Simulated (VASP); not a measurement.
# N (P4_2/mnm) in VASP: a series of runs

The runs below take N through single point, with PBEsol.

Program: VASP 6.6.1. These are calculated values, not measurements. Logs are shortened: lines on timing, memory, paths and dates and some standing lists are left out, and cuts for length are marked.

### Step 1. The cell of the first run

Symmetry: P4_2/mnm, No. 136, tetragonal system. The conventional cell has a = 4.084 Å, b = 4.084 Å, c = 5.346 Å, α = 90.00°, β = 90.00°, γ = 90.00°. N (site symmetry m2m) has 1 N at 1.11 Å within 1.5 Å.

### Step 2. Single point, PBEsol

INCAR reads:

```
PREC = Accurate
ENCUT = 520
EDIFF = 1E-7
ISMEAR = 0
SIGMA = 0.01
LREAL = False
LASPH = True
NELM = 100
ALGO = Normal
ISIF = 2
LWAVE = False
LCHARG = False
GGA = PS
NBANDS = 18
```

KPOINTS reads:

```
Automatic mesh
0
Gamma
  6 6 4
```

POSCAR reads:

```
N
1.0
    4.0840619700      0.0000000000      0.0000000000
    0.0000000000      4.0840619700      0.0000000000
    0.0000000000      0.0000000000      5.3459132500
N
4
Direct
    0.9042751988      0.9042751988      0.0000000000
    0.5957247999      0.4042752001      0.4999999991
    0.0957248012      0.0957248012      0.0000000000
    0.4042752001      0.5957247999      0.4999999991
```

Potentials or basis: VASP PAW PBE potentials, release 64 (N).

Command:

```console
$ cat potpaw_PBE.64/N/POTCAR > POTCAR
$ mpirun -np 1 vasp_std > vasp.out
```

OUTCAR:

```text
PREC = Accurate
   ENCUT = 520
   EDIFF = 1E-7
   ISMEAR = 0
   LREAL = False
   LASPH = True
   NELM = 100
   ISIF = 2
   GGA = PS

 ion  position               nearest neighbor table
   1  0.904  0.904  0.000-   3 1.11
   2  0.596  0.404  0.500-   4 1.11
   3  0.096  0.096  0.000-   1 1.11
   4  0.404  0.596  0.500-   2 1.11

  LATTYP: Found a simple tetragonal cell.
 ALAT       =     4.0840619700
 C/A-ratio  =     1.3089696702

  Lattice vectors:

 A1 = (   4.0840619700,   0.0000000000,   0.0000000000)
 A2 = (   0.0000000000,   4.0840619700,   0.0000000000)
 A3 = (   0.0000000000,   0.0000000000,   5.3459132500)

Analysis of symmetry for initial positions (statically):
=====================================================================
 Subroutine PRICEL returns:
 Original cell was already a primitive cell.

 Routine SETGRP: Setting up the symmetry group for a
 simple tetragonal supercell.

 Subroutine GETGRP returns: Found 16 space group operations
 (whereof  8 operations were pure point group operations)
 out of a pool of 16 trial point group operations.

The static configuration has the point symmetry D_2h.
 The point group associated with its full space group is D_4h.

Analysis of symmetry for dynamics (positions and initial velocities):
=====================================================================
 Subroutine PRICEL returns:
 Original cell was already a primitive cell.

 Routine SETGRP: Setting up the symmetry group for a
 simple tetragonal supercell.

 Subroutine GETGRP returns: Found 16 space group operations
 (whereof  8 operations were pure point group operations)
 out of a pool of 16 trial point group operations.

The dynamic configuration has the point symmetry D_2h.
 The point group associated with its full space group is D_4h.

 Subroutine INISYM returns: Found 16 space group operations
 (whereof  8 operations are pure point group operations),
 and found     1 'primitive' translations

----------------------------------------------------------------------------------------

                                     Primitive cell

  volume of cell :      89.1675

  direct lattice vectors                    reciprocal lattice vectors
     4.084061970  0.000000000  0.000000000     0.244854267  0.000000000  0.000000000
     0.000000000  4.084061970  0.000000000     0.000000000  0.244854267  0.000000000
     0.000000000  0.000000000  5.345913250     0.000000000  0.000000000  0.187058778

  length of vectors
     4.084061970  4.084061970  5.345913250     0.244854267  0.244854267  0.187058778

  position of ions in fractional coordinates (direct lattice)
     0.904275199  0.904275199  0.000000000
     0.595724800  0.404275200  0.499999999
     0.095724801  0.095724801  0.000000000
     0.404275200  0.595724800  0.499999999

  ion indices of the primitive-cell ions
   primitive index   ion index
                 1           1
                 2           2
                 3           3
                 4           4

----------------------------------------------------------------------------------------

 KPOINTS: Automatic mesh

Automatic generation of k-mesh.
 Grid dimensions read from file:
 generate k-points for:    6    6    4

 Generating k-lattice:

  Cartesian coordinates                     Fractional coordinates (reciprocal lattice)
     0.040809044  0.000000000  0.000000000     0.166666667  0.000000000  0.000000000
     0.000000000  0.040809044  0.000000000     0.000000000  0.166666667  0.000000000
     0.000000000  0.000000000  0.046764695     0.000000000  0.000000000  0.250000000

  Length of vectors
     0.040809044  0.040809044  0.046764695

  Shift w.r.t. Gamma in fractional coordinates (k-lattice)
     0.000000000  0.000000000  0.000000000

 Subroutine IBZKPT returns following result:
 ===========================================

 Found     30 irreducible k-points:

 Following reciprocal coordinates:
            Coordinates               Weight
  0.000000  0.000000  0.000000      1.000000
  0.166667  0.000000  0.000000      4.000000
  0.333333  0.000000  0.000000      4.000000
  0.500000  0.000000  0.000000      2.000000
  0.166667  0.166667  0.000000      4.000000
  0.333333  0.166667  0.000000      8.000000
[... 16 lines left out ...]
  0.333333  0.000000  0.500000      4.000000
  0.500000  0.000000  0.500000      2.000000
 [... further k-points ...]
   k-points           NKPTS =     30   k-points in BZ     NKDIM =     30   number of bands    NBANDS=     18
   number of dos      NEDOS =    301   number of ions     NIONS =      4
   total plane-waves  NPLWV =  36000
   dimension x,y,z NGX =    30 NGY =   30 NGZ =   40
   dimension x,y,z NGXF=    60 NGYF=   60 NGZF=   80
   ions per type =               4
   NGX,Y,Z   is equivalent  to a cutoff of  12.21, 12.21, 12.44 a.u.
   NGXF,Y,Z  is equivalent  to a cutoff of  24.42, 24.42, 24.88 a.u.
 SYSTEM =  unknown system
   PREC   = accura    normal or accurate (medium, high low for compatibility)
   ISTART =      0    job   : 0-new  1-cont  2-samecut
   ICHARG =      2    charge: 1-file 2-atom 10-const
   ISPIN  =      1    spin polarized calculation?
   LNONCOLLINEAR =      F non collinear calculations
   LSORBIT =      F    spin-orbit coupling
   LASPH  =      T    aspherical Exc in radial PAW
   ENCUT  =  520.0 eV  38.22 Ry    6.18 a.u.   7.59  7.59  9.94*2*pi/ulx,y,z
   NELM   =    100;   NELMIN=  2; NELMDL= -5     # of ELM steps
   EDIFF  = 0.1E-06   stopping-criterion for ELM
   LREAL  =      F    real-space projection
   EDIFFG = 0.1E-05   stopping-criterion for IOM
   NSW    =      0    number of steps for IOM
   IBRION =     -1    ionic relax: 0-MD 1-quasi-New 2-CG
   NFREE  =      0    steps in history (QN), initial steepest desc. (CG)
   ISIF   =      2    stress and relaxation
   ISYM   =      2    0-nonsym 1-usesym 2-fastsym
   POTIM  = 0.5000    time-step for ionic-motion
   TEBEG  =    0.0;   TEEND  =   0.0 temperature during run
   PSTRESS=    0.0 pullay stress
   NELECT =      20.0000    total number of electrons
   NUPDOWN=      -1.0000    fix difference up-down
   EMIN   =  10.00;   EMAX   =-10.00  energy-range for DOS
   EFERMI =   0.00;   METHOD = LEGACY
   ISMEAR =     0;   SIGMA  =   0.01  broadening in eV -4-tet -1-fermi 0-gaus
   EFERMI_NEDOS =   21; number of points for ismear=-14 and -15
   IALGO  =     38    algorithm
   IMIX   =      4    mixing-type and parameters
     AMIX     =   0.40;   BMIX     =  1.00
     AMIX_MAG =   1.60;   BMIX_MAG =  1.00
  volume/ion in A,a.u.               =      22.29       150.43
  Fermi-wavevector in a.u.,A,eV,Ry     =   0.994678  1.879669 13.461399  0.989385
  Thomas-Fermi vector in A             =   2.126646
   LORBIT       =      0    0 simple, 1 ext, 2 COOP (PROOUT), +10 PAW based schemes
   GGA     = PS    functional components
   LHFCALC =     F    Hartree Fock is set to
   AEXX    =    0.0000 exact exchange contribution
   IVDW    =     0    specifies the selected vdW correction
   LEPSILON=     F    determine dielectric tensor
   LRPA    =     F    only Hartree local field effects (RPA)
 non-spin polarized calculation
 Gauss-broadening in eV      SIGMA  =   0.01
  energy-cutoff  :      520.00
  volume of cell :       89.17
 maximum number of plane-waves:      2419
   NGX = 15   NGY = 15   NGZ = 19

 number of electron      20.0000000 magnetization

 Free energy of the ion-electron system (eV)
  ---------------------------------------------------
  ext. energy  EPLUGINS =         0.00000000
  ---------------------------------------------------
  free energy    TOTEN  =       -34.13675067 eV

  energy without entropy =      -34.13675067  energy(sigma->0) =      -34.13675067

 E-fermi :  -6.3024     XC(G=0):  -6.4910

 val. band max:       -6.3742953255   @ k =   0.5000   0.5000   0.5000
 cond. band min:       0.4580543173   @ k =   0.0000   0.0000   0.0000
 fundamental gap:      6.8323496428
 Fermi energy:        -6.3023685265

 k-point     1 :       0.0000    0.0000    0.0000
  band No.  band energies     occupation
      1     -24.7639      2.00000
      2     -24.7007      2.00000
      3      -9.7158      2.00000
      4      -9.7158      2.00000
      5      -8.4571      2.00000
      6      -7.8859      2.00000
[... 10 lines left out ...]
     17       7.6473      0.00000
     18      11.4682      0.00000

 k-point     2 :       0.1667    0.0000    0.0000
  band No.  band energies     occupation
      1     -24.7567      2.00000
      2     -24.7018      2.00000
      3      -9.7801      2.00000
      4      -9.7760      2.00000
      5      -8.4053      2.00000
      6      -8.0165      2.00000
[... 10 lines left out ...]
     17       7.8142      0.00000
     18      10.2989      0.00000

 k-point     3 :       0.3333    0.0000    0.0000
  band No.  band energies     occupation
      1     -24.7389      2.00000
      2     -24.7072      2.00000
      3      -9.9045      2.00000
      4      -9.8991      2.00000
      5      -8.2677      2.00000
      6      -8.1105      2.00000
[... 10 lines left out ...]
     17       8.3140      0.00000
     18       9.5000      0.00000

 k-point     4 :       0.5000    0.0000    0.0000
  band No.  band energies     occupation
      1     -24.7200      2.00000
      2     -24.7200      2.00000
      3      -9.9632      2.00000
      4      -9.9632      2.00000
      5      -8.0916      2.00000
      6      -8.0916      2.00000
[... 10 lines left out ...]
     17       9.1333      0.00000
     18       9.1333      0.00000

 k-point     5 :       0.1667    0.1667    0.0000
  band No.  band energies     occupation
      1     -24.7499      2.00000
      2     -24.7024      2.00000
      3      -9.8437      2.00000
      4      -9.8232      2.00000
      5      -8.3581      2.00000
      6      -8.0934      2.00000
[... 10 lines left out ...]
     17       7.9830      0.00000
     18       9.9614      0.00000

 k-point     6 :       0.3333    0.1667    0.0000
  band No.  band energies     occupation
      1     -24.7339      2.00000
      2     -24.7063      2.00000
      3      -9.9551      2.00000
      4      -9.9361      2.00000
      5      -8.2344      2.00000
      6      -8.1631      2.00000
[... 10 lines left out ...]
     17       8.4861      0.00000
     18       9.0827      0.00000

 k-point     7 :       0.5000    0.1667    0.0000
  band No.  band energies     occupation
      1     -24.7171      2.00000
      2     -24.7171      2.00000
      3     -10.0018      2.00000
      4     -10.0018      2.00000
      5      -8.1415      2.00000
      6      -8.1415      2.00000
[... 10 lines left out ...]
     17       9.0894      0.00000
     18       9.0897      0.00000

 k-point     8 :       0.3333    0.3333    0.0000
  band No.  band energies     occupation
      1     -24.7220      2.00000
      2     -24.7062      2.00000
      3     -10.0454      2.00000
      4     -10.0277      2.00000
      5      -8.2221      2.00000
      6      -8.1558      2.00000
[... 10 lines left out ...]
     17       8.4181      0.00000
     18       8.4605      0.00000
[... 229 lines left out ...]
     17       8.3133      0.00000
     18       8.3133      0.00000

 k-point    20 :       0.5000    0.5000    0.2500
  band No.  band energies     occupation
      1     -24.7079      2.00000
      2     -24.7079      2.00000
      3     -10.1110      2.00000
      4     -10.1110      2.00000
      5      -8.2627      2.00000
      6      -8.2627      2.00000
[... 10 lines left out ...]
     17       7.8388      0.00000
     18       7.8388      0.00000

 k-point    21 :       0.0000    0.0000    0.5000
  band No.  band energies     occupation
      1     -24.7320      2.00000
      2     -24.7320      2.00000
      3      -9.7055      2.00000
      4      -9.7055      2.00000
      5      -8.2818      2.00000
      6      -8.2818      2.00000
[... 10 lines left out ...]
     17      10.0982      0.00000
     18      10.0982      0.00000

 k-point    22 :       0.1667    0.0000    0.5000
  band No.  band energies     occupation
      1     -24.7290      2.00000
      2     -24.7290      2.00000
      3      -9.7790      2.00000
      4      -9.7790      2.00000
      5      -8.2650      2.00000
      6      -8.2650      2.00000
[... 10 lines left out ...]
     17       9.6496      0.00000
     18       9.6496      0.00000

 k-point    23 :       0.3333    0.0000    0.5000
  band No.  band energies     occupation
      1     -24.7229      2.00000
      2     -24.7229      2.00000
      3      -9.9192      2.00000
      4      -9.9192      2.00000
      5      -8.2362      2.00000
      6      -8.2362      2.00000
[... 10 lines left out ...]
     17       8.6924      0.00000
     18       8.6924      0.00000

 k-point    24 :       0.5000    0.0000    0.5000
  band No.  band energies     occupation
      1     -24.7198      2.00000
      2     -24.7198      2.00000
      3      -9.9861      2.00000
      4      -9.9861      2.00000
      5      -8.2239      2.00000
      6      -8.2239      2.00000
[... 10 lines left out ...]
     17       8.1717      0.00000
     18       8.1717      0.00000

 [... further k-points ...]

------------------------ aborting loop because EDIFF is reached ----------------------------------------

  FORCE on cell =-STRESS in cart. coord.  units (eV):
  Direction    XX          YY          ZZ          XY          YZ          ZX
  --------------------------------------------------------------------------------------
  -------------------------------------------------------------------------------------
  Total        1.0030466      1.0030466      0.0776299      0.0000000      0.0000000      0.0000000
  in kB       18.0229194     18.0229194      1.3948683      0.0000000      0.0000000      0.0000000
  external PRESSURE =      12.4802357 kB  Pullay stress =       0.0000000 kB

 VOLUME and BASIS-vectors are now :
 -----------------------------------------------------------------------------
  energy-cutoff  :      520.00
  volume of cell :       89.17
      direct lattice vectors                 reciprocal lattice vectors
     4.084061970  0.000000000  0.000000000     0.244854267  0.000000000  0.000000000
     0.000000000  4.084061970  0.000000000     0.000000000  0.244854267  0.000000000
     0.000000000  0.000000000  5.345913250     0.000000000  0.000000000  0.187058778

 POSITION                                       TOTAL-FORCE (eV/Angst)
 -----------------------------------------------------------------------------------
      3.69312      3.69312      0.00000        -0.612911     -0.612911      0.000000
      2.43298      1.65108      2.67296         0.612911     -0.612911      0.000000
      0.39095      0.39095      0.00000         0.612911      0.612911      0.000000
      1.65108      2.43298      2.67296        -0.612911      0.612911     -0.000000
 -----------------------------------------------------------------------------------
    total drift:                               -0.000003     -0.000003      0.000009

  FREE ENERGIE OF THE ION-ELECTRON SYSTEM (eV)
  ---------------------------------------------------
  free  energy   TOTEN  =       -34.1367506692 eV

  energy  without entropy=      -34.1367506692  energy(sigma->0) =      -34.13675067
```

Run time: 28 s. Hardware: 1 thread of AMD EPYC 7R13 (Zen 3), shared host; peak memory 0.15 GiB.

What came out:

```
Free energy            : -34.1368 eV
Pressure               : 1.2 GPa
Largest force          : 0.867 eV/Å
Band gap on the k mesh : 6.83 eV, indirect (least direct gap 7.03 eV)
```

Forces on the atoms (eV/Å):
```
N   -0.613 -0.613  0.000
N    0.613 -0.613  0.000
N    0.613  0.613  0.000
N   -0.613  0.613  0.000
```

Caveat: the standard files for N, O and F lose accuracy on very short bonds; the PAW data sets were made with another functional, which shifts forces and pressure a little.

### Step 3. Single point, PBEsol

INCAR reads:

```
SYSTEM = N
ALGO = Normal ; EDIFF = 1E-6
ENCUT = 520 ; GGA = PS
ISIF = 2 ; ISMEAR = 0
LASPH = .True. ; LCHARG = .True.
LELF = .True. ; LREAL = .False.
LVHAR = .True. ; LWAVE = .False.
NBANDS = 18 ; NELM = 100
PREC = Accurate ; SIGMA = 0.01
```

KPOINTS reads:

```
k-points
0
Gamma
  6 6 4
  0 0 0
```

POSCAR is that of step 2.

Potentials or basis: VASP PAW PBE potentials, release 64 (N).

Command:

```console
$ cat potpaw_PBE.64/N/POTCAR > POTCAR
$ mpirun -np 1 vasp_std > vasp.out
```

It took 28 s on 1 thread of AMD EPYC 7R13 (Zen 3), shared host; peak memory 0.15 GiB.

It converged, with:

| Property | Result |
| --- | --- |
| Free energy | -34.1367 eV |
| Pressure | 1.3 GPa |
| Largest force | 0.863 eV/Å |
| Band gap on the k mesh | 6.83 eV, indirect (least direct gap 7.03 eV) |

Forces in eV/Å, atoms in the order of the input:
```
N   -0.610 -0.610  0.000
N    0.610 -0.610  0.000
N    0.610  0.610  0.000
N   -0.610  0.610  0.000
```

Stress tensor (GPa, compression positive):
```
1.82 0.00 0.00
0.00 1.82 0.00
0.00 0.00 0.17
```

Levels at points of the mesh, in eV from the valence-band top:
| k point | band 7 | band 8 | band 9 | band 10 | band 11 | band 12 | band 13 | band 14 |
| --- | --- | --- | --- | --- | --- | --- | --- | --- |
| (0.00, 0.00, 0.00) | -1.51 | -1.42 | -1.01 | -0.20 | 6.83 | 7.71 | 8.08 | 8.08 |
| (0.50, 0.00, 0.00) | -1.72 | -1.72 | -0.23 | -0.23 | 7.87 | 7.87 | 7.87 | 7.87 |
| (0.50, 0.50, 0.00) | -1.67 | -1.67 | -0.03 | -0.03 | 7.64 | 7.64 | 8.63 | 8.63 |
| (0.00, 0.00, 0.50) | -1.53 | -1.53 | -0.44 | -0.44 | 7.25 | 7.25 | 8.07 | 8.07 |
| (0.50, 0.00, 0.50) | -1.51 | -1.51 | -0.29 | -0.29 | 7.50 | 7.50 | 8.17 | 8.17 |
| (0.50, 0.50, 0.50) | -1.70 | -1.70 | 0.00 | 0.00 | 7.67 | 7.67 | 8.63 | 8.63 |

Caveat: the standard files for N, O and F lose accuracy on very short bonds; the PAW data sets were made with another functional, which shifts forces and pressure a little. A k mesh can miss the band edges.
